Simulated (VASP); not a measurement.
Set up this calculation in VASP 6.6.1, as the native input.

```
Task                   : single point
Functional             : PBE
Potentials or basis    : VASP PAW PBE potentials, release 64 (Ga_d, N)
Cutoff                 : 520 eV
k mesh                 : 12 × 12 × 6
Occupations            : gaussian, width 0.05 eV
Spin                   : no spin polarisation
Dipole correction      : no
Further INCAR settings : ALGO = Normal; EDIFF = 1e-06; NBANDS = 26
```

The structure of GaN lies in POSCAR:

```
GaN
1.0
    3.3389996435      0.0000000000      0.0000000000
   -1.6694998218      2.8916585145      0.0000000000
    0.0000000000      0.0000000000      5.1660000000
Ga N
2 2
Direct
    0.3333333333      0.6666666667      0.0000000000
    0.6666666667      0.3333333333      0.5000000000
    0.3333333333      0.6666666667      0.3750000000
    0.6666666667      0.3333333333      0.8750000000
```

This cell differs from its parent crystal: strain +0.050 along x and y, +0.000 along z.

One way to write it, as run:

INCAR

```
ALGO = Normal
EDIFF = 1E-6
ENCUT = 520
GGA = PE
ISIF = 2
ISMEAR = 0
LASPH = T
LCHARG = T
LELF = T
LREAL = F
LVHAR = T
LWAVE = F
NBANDS = 26
NELM = 60
PREC = Accurate
SIGMA = 0.05
```

KPOINTS

```
k-points
0
Gamma
  12 12 6
```

Potentials or basis: VASP PAW PBE potentials, release 64 (Ga_d, N).

Run with:

```sh
$ cat potpaw_PBE.64/Ga_d/POTCAR potpaw_PBE.64/N/POTCAR > POTCAR
$ mpirun -np 1 vasp_std > vasp.out
```

It gave:

```json
{
 "Pressure": "-7.9 GPa",
 "Largest force": "0.505 eV/Å",
 "Band gap on the k mesh": "1.33 eV, direct"
}
```

Caveat: the cell differs from its parent crystal (strain +0.050 along x and y, +0.000 along z).

Wall time 73 s on 1 thread of AMD EPYC 9R45 96-Core Processor (Zen 5) (shared host), peak memory 0.2 GiB.
